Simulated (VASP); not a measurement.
# Cu in VASP: further runs, part 2 of 2

VASP 6.6.1. The steps go on from the part before.

## 5. Single point, r2SCAN

This run uses another cell than the first one.

Contents of POSCAR:

```
Cu
1.0
    2.5288403170      0.0000000000      0.0000000000
    0.0000000000      2.5288403170      0.0000000000
    0.0000000000      0.0000000000     23.1526000000
Cu
5
Direct
    0.0000000000      0.0000000000      0.3480379005
    0.5000000000      0.5000000000      0.4225704431
    0.0000000000      0.0000000000      0.4999999986
    0.5000000000      0.5000000000      0.5774295568
    0.0000000000      0.0000000000      0.6519621009
```

Contents of INCAR.step1:

```
SYSTEM = Cu
  PREC = Accurate
  ENCUT = 520
  ISMEAR = -1
  SIGMA = 0.05
  LREAL = .FALSE.
  LASPH = .TRUE.
  NELM = 60
  LDIPOL = .TRUE.
  IDIPOL = 3
  DIPOL = 0.5 0.5 0.500
  NBANDS = 36
  GGA = PE
  ALGO = Normal
  EDIFF = 1E-4
  LWAVE = .TRUE.
  LCHARG = .FALSE.
```

Contents of INCAR.step2:

```
SYSTEM = Cu
  PREC = Accurate
  ENCUT = 520
  EDIFF = 1E-6
  ISMEAR = -1
  SIGMA = 0.05
  LREAL = .FALSE.
  LASPH = .TRUE.
  NELM = 60
  ALGO = Normal
  ISIF = 2
  LWAVE = .FALSE.
  LCHARG = .TRUE.
  LDIPOL = .TRUE.
  IDIPOL = 3
  DIPOL = 0.5 0.5 0.500
  METAGGA = R2SCAN
  LMIXTAU = .TRUE.
  LELF = .TRUE.
  LVHAR = .TRUE.
  LVACPOTAV = .TRUE.
  NBANDS = 36
  ISTART = 1
```

Contents of KPOINTS:

```
Automatic mesh
0
G
  14 14 1
  0 0 0
```

Potentials or basis: VASP PAW PBE potentials, release 64 (Cu).

Started as:

```bash
$ cat potpaw_PBE.64/Cu/POTCAR > POTCAR
$ cp INCAR.step1 INCAR
$ mpirun -np 1 vasp_std > vasp.out
$ cp INCAR.step2 INCAR
$ mpirun -np 1 vasp_std > vasp.out
```

OUTCAR:

```text
SYSTEM = Cu
   PREC = Accurate
   ENCUT = 520
   EDIFF = 1E-6
   ISMEAR = -1
   LREAL = .FALSE.
   LASPH = .TRUE.
   NELM = 60
   ISIF = 2
   METAGGA = R2SCAN
   ISTART = 1

 ion  position               nearest neighbor table
   1  0.000  0.000  0.348-   2 2.49   2 2.49   2 2.49   2 2.49
   2  0.500  0.500  0.423-   1 2.49   1 2.49   1 2.49   1 2.49   3 2.53   3 2.53   3 2.53   3 2.53

   3  0.000  0.000  0.500-   2 2.53   2 2.53   2 2.53   2 2.53   4 2.53   4 2.53   4 2.53   4 2.53

   4  0.500  0.500  0.577-   5 2.49   5 2.49   5 2.49   5 2.49   3 2.53   3 2.53   3 2.53   3 2.53

   5  0.000  0.000  0.652-   4 2.49   4 2.49   4 2.49   4 2.49

  LATTYP: Found a simple tetragonal cell.
 ALAT       =     2.5288403170
 C/A-ratio  =     9.1554218921

  Lattice vectors:

 A1 = (   2.5288403170,   0.0000000000,   0.0000000000)
 A2 = (   0.0000000000,   2.5288403170,   0.0000000000)
 A3 = (   0.0000000000,   0.0000000000,  23.1526000000)

Analysis of symmetry for initial positions (statically):
=====================================================================
 Subroutine PRICEL returns:
 Original cell was already a primitive cell.

 Routine SETGRP: Setting up the symmetry group for a
 simple tetragonal supercell.

 Subroutine GETGRP returns: Found 16 space group operations
 (whereof 16 operations were pure point group operations)
 out of a pool of 16 trial point group operations.

The static configuration has the point symmetry D_4h.

Analysis of symmetry for dynamics (positions and initial velocities):
=====================================================================
 Subroutine PRICEL returns:
 Original cell was already a primitive cell.

 Routine SETGRP: Setting up the symmetry group for a
 simple tetragonal supercell.
[... 130 lines left out ...]
     AMIX     =   0.40;   BMIX     =  1.00
     AMIX_MAG =   1.60;   BMIX_MAG =  1.00
  volume/ion in A,a.u.               =      29.61       199.83
  Fermi-wavevector in a.u.,A,eV,Ry     =   1.176833  2.223892 18.843199  1.384936
  Thomas-Fermi vector in A             =   2.313190
   LORBIT       =      0    0 simple, 1 ext, 2 COOP (PROOUT), +10 PAW based schemes
   METAGGA = R2SCAN    functional components
   LHFCALC =     F    Hartree Fock is set to
   AEXX    =    0.0000 exact exchange contribution
   IVDW    =     0    specifies the selected vdW correction
   LEPSILON=     F    determine dielectric tensor
   LRPA    =     F    only Hartree local field effects (RPA)
 non-spin polarized calculation
  energy-cutoff  :      520.00
  volume of cell :      148.06
 maximum number of plane-waves:      4037
 NGX is ok and might be reduce to    20
   NGX =  9   NGY =  9   NGZ = 87

 number of electron      54.9999951 magnetization

 dipolmoment           0.000000      0.000000      0.000000 electrons x Angstroem

 Free energy of the ion-electron system (eV)
  ---------------------------------------------------
  ext. energy  EPLUGINS =         0.00000000
  ---------------------------------------------------
  free energy    TOTEN  =       -52.77218600 eV

  energy without entropy =      -52.75691126  energy(sigma->0) =      -52.76454863

 E-fermi :   0.3448     XC(G=0):  -6.1062

 val. band max:        0.3242628850   @ k =   0.2857   0.0000   0.0000
 cond. band min:       0.3566698530   @ k =   0.4286   0.3571   0.0000
 fundamental gap:      0.0324069679
 Fermi energy:         0.3448328122

 k-point     1 :       0.0000    0.0000    0.0000
  band No.  band energies     occupation
      1      -9.2245      2.00000
      2      -8.0377      2.00000
      3      -6.2384      2.00000
      4      -4.9482      2.00000
      5      -4.8560      2.00000
      6      -4.3525      2.00000
[... 925 lines left out ...]
     35       8.7571      0.00000
     36       9.3455      0.00000

 [... further k-points ...]

------------------------ aborting loop because EDIFF is reached ----------------------------------------

  FORCE on cell =-STRESS in cart. coord.  units (eV):
  Direction    XX          YY          ZZ          XY          YZ          ZX
  --------------------------------------------------------------------------------------
  -------------------------------------------------------------------------------------
  Total       -0.8905623     -0.8905623      0.2070636      0.0000000      0.0000000      0.0000000
  in kB       -9.6367881     -9.6367881      2.2406381      0.0000000      0.0000000      0.0000000
  external PRESSURE =      -5.6776460 kB  Pullay stress =       0.0000000 kB

 VOLUME and BASIS-vectors are now :
 -----------------------------------------------------------------------------
  energy-cutoff  :      520.00
  volume of cell :      148.06
      direct lattice vectors                 reciprocal lattice vectors
     2.528840317  0.000000000  0.000000000     0.395438175  0.000000000  0.000000000
     0.000000000  2.528840317  0.000000000     0.000000000  0.395438175  0.000000000
     0.000000000  0.000000000 23.152600000     0.000000000  0.000000000  0.043191693

 POSITION                                       TOTAL-FORCE (eV/Angst)
 -----------------------------------------------------------------------------------
      0.00000      0.00000      8.05798        -0.000000      0.000000     -0.030655
      1.26442      1.26442      9.78360         0.000000     -0.000000      0.013241
      0.00000      0.00000     11.57630        -0.000000     -0.000000      0.000000
      1.26442      1.26442     13.36900        -0.000000     -0.000000     -0.013241
      0.00000      0.00000     15.09462        -0.000000      0.000000      0.030655
 -----------------------------------------------------------------------------------
    total drift:                               -0.000000      0.000000      0.000003

  FREE ENERGIE OF THE ION-ELECTRON SYSTEM (eV)
  ---------------------------------------------------
  free  energy   TOTEN  =       -52.7721859980 eV

  energy  without entropy=      -52.7569112625  energy(sigma->0) =      -52.76454863

 vacuum level on the upper side and lower side of the slab         4.784         4.784
```

OSZICAR.step1:

```text
N       E                     dE             d eps       ncg     rms          rms(c)
DAV:   1     0.470187537130E+03    0.47019E+03   -0.24084E+04  2592   0.198E+03
DAV:   2     0.238699206016E+02   -0.44632E+03   -0.43165E+03  2592   0.386E+02
DAV:   3    -0.200477666002E+02   -0.43918E+02   -0.41985E+02  2748   0.175E+02
DAV:   4    -0.214898278224E+02   -0.14421E+01   -0.14372E+01  2892   0.414E+01
DAV:   5    -0.215213970372E+02   -0.31569E-01   -0.31561E-01  3060   0.499E+00    0.163E+01
DAV:   6    -0.191458160337E+02    0.23756E+01   -0.42230E+01  2888   0.116E+02    0.820E+00
DAV:   7    -0.174388269104E+02    0.17070E+01   -0.81823E+00  3196   0.634E+01    0.204E+00
DAV:   8    -0.174642626045E+02   -0.25436E-01   -0.14438E+00  3172   0.369E+01    0.123E+00
DAV:   9    -0.174546861945E+02    0.95764E-02   -0.30482E-01  3232   0.955E+00    0.122E+00
DAV:  10    -0.174363823612E+02    0.18304E-01   -0.18541E-01  3052   0.725E+00    0.608E-01
DAV:  11    -0.174306852746E+02    0.56971E-02   -0.21362E-02  3376   0.333E+00    0.365E-01
DAV:  12    -0.174285125554E+02    0.21727E-02   -0.76220E-03  3176   0.186E+00    0.146E-01
DAV:  13    -0.174282758033E+02    0.23675E-03   -0.13748E-03  3100   0.716E-01    0.121E-01
DAV:  14    -0.174277523178E+02    0.52349E-03   -0.24173E-03  3100   0.680E-01    0.350E-02
DAV:  15    -0.174277836288E+02   -0.31311E-04   -0.22042E-04  2204   0.360E-01
   1 F= -.17427784E+02 E0= -.17419982E+02  d E =-.156031E-01
```

Wall time 35 min (1 thread of Intel Xeon 8259CL, shared host); peak memory 0.36 GiB.

Results:

- Free energy: -52.7722 eV
- Largest force: 0.031 eV/Å
- Band gap on the k mesh: zero (an odd number of electrons rules out a gap without spin polarisation)

Forces on the atoms (eV/Å):
```
Cu   0.000  0.000 -0.031
Cu   0.000  0.000  0.013
Cu   0.000  0.000  0.000
Cu   0.000  0.000 -0.013
Cu   0.000  0.000  0.031
```

Caveat: the PAW data sets were made with another functional, which shifts forces and pressure a little.

## 6. Single point, r2SCAN

This run uses another cell than the first one.

POSCAR is that of step 5.

Contents of INCAR.step1:

```
SYSTEM = Cu
PREC = Accurate ; ENCUT = 520
ISMEAR = -1 ; SIGMA = 0.05
LREAL = .FALSE. ; LASPH = .TRUE.
NELM = 80 ; NBANDS = 36
GGA = PE ; ALGO = Normal
EDIFF = 1E-4 ; LWAVE = .TRUE.
LCHARG = .FALSE.
```

Contents of INCAR.step2:

```
SYSTEM = Cu
PREC = Accurate ; ENCUT = 520
EDIFF = 1E-6 ; ISMEAR = -1
SIGMA = 0.05 ; LREAL = .FALSE.
LASPH = .TRUE. ; NELM = 80
ALGO = Normal ; ISIF = 2
LWAVE = .FALSE. ; LCHARG = .FALSE.
METAGGA = R2SCAN ; LMIXTAU = .TRUE.
NBANDS = 36 ; ISTART = 1
```

KPOINTS is that of step 5.

Potentials or basis: VASP PAW PBE potentials, release 64 (Cu).

Started as:

```bash
$ cat potpaw_PBE.64/Cu/POTCAR > POTCAR
$ cp INCAR.step1 INCAR
$ mpirun -np 1 vasp_std > vasp.out
$ cp INCAR.step2 INCAR
$ mpirun -np 1 vasp_std > vasp.out
```

Wall time 29 min (1 thread of Intel Xeon 8259CL, shared host); peak memory 0.36 GiB.

It converged, with:

- Free energy: -52.7722 eV
- Largest force: 0.031 eV/Å
- Band gap on the k mesh: zero (an odd number of electrons rules out a gap without spin polarisation)

Forces on the atoms (eV/Å):
```
Cu   0.000  0.000 -0.031
Cu   0.000  0.000  0.013
Cu   0.000  0.000  0.000
Cu   0.000  0.000 -0.013
Cu   0.000  0.000  0.031
```

Levels at points of the mesh, in eV from the Fermi level:
```tsv
k point	band 24	band 25	band 26	band 27	band 28	band 29	band 30	band 31	band 32	band 33
(0.00, 0.00, 0.00)	-1.81	-1.81	-1.67	-1.66	-1.63	-1.63	-0.06	1.29	4.38	4.80
(0.50, 0.00, 0.00)	-1.79	-1.70	-0.71	-0.48	-0.30	-0.14	-0.14	3.44	3.82	5.37
(0.50, 0.50, 0.00)	-1.26	-1.26	2.27	2.27	4.04	4.04	6.48	6.48	7.81	7.83
```

Caveat: there is no dipole correction, which matters where the two faces differ; the PAW data sets were made with another functional, which shifts forces and pressure a little.

## 7. Summary

```csv
cell,dipole correction,gap on the mesh (eV),largest force (eV/Å)
"a = 2.529, b = 2.529, c = 16.037 Å, 5 atoms, atomic positions A",yes,none,0.05
"a = 2.529, b = 2.529, c = 23.153 Å, 5 atoms, atomic positions B",yes,none,0.26
"a = 2.529, b = 2.529, c = 23.153 Å, 5 atoms, atomic positions A",yes,none,0.03
"a = 2.529, b = 2.529, c = 23.153 Å, 5 atoms, atomic positions A",no,none,0.03
```

Alike in all rows: task single point; level r2SCAN; potentials or basis VASP PAW PBE potentials, release 64 (Cu); no spin polarisation; k mesh 14 × 14 × 1; cutoff (eV) 520; smearing fermi-dirac 0.05 eV.

Caveats: the PAW data sets were made with another functional, which shifts forces and pressure a little; there is no dipole correction, which matters where the two faces differ (at least some runs).

Absolute energies hang on the potentials; compare differences alone.

The gap in the log of VASP goes by the Fermi energy; the results here count the filled bands.